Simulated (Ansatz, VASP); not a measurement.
## Two plane-wave programs on RbAgBr2

```
Rb Br Ag
1.0
     4.51799    0.00000    0.00000
     0.00000    4.51799    0.00000
     0.00000    0.00000    6.35632
Rb Br Ag
1 2 1
Cartesian
  0.0000 0.0000 0.0000
  0.0000 0.0000 3.1782
  2.2590 2.2590 0.0000
  2.2590 2.2590 3.1782
```

Alike in both runs: task single point; functional r2SCAN; k mesh 6 × 6 × 4; no spin polarisation.

|  | VASP | Ansatz |
| --- | --- | --- |
| version | VASP 6.6.1 | Ansatz 0.2.0 |
| potentials or method | VASP PAW PBE potentials, release 64 (Rb_sv, Br, Ag) | plane waves, PAW |
| plane-wave cutoff (eV) | 520 | 500 |
| occupations | gaussian, width 0.01 eV | fixed |
| valence electrons in the cell | 34 | 42 |

|  | VASP | Ansatz | Ansatz less VASP |
| --- | --- | --- | --- |
| gap on the k mesh at the Fermi level (eV) | 1.71 | 1.75 | +0.038 |
| pressure (GPa) | 0.0 | 0.0 | -0.01 |

VASP's potentials were made for PBE, not for r2SCAN. VASP's potentials hold 34 valence electrons a cell and Ansatz's 42, so a difference there can come from the potentials and not from the codes.
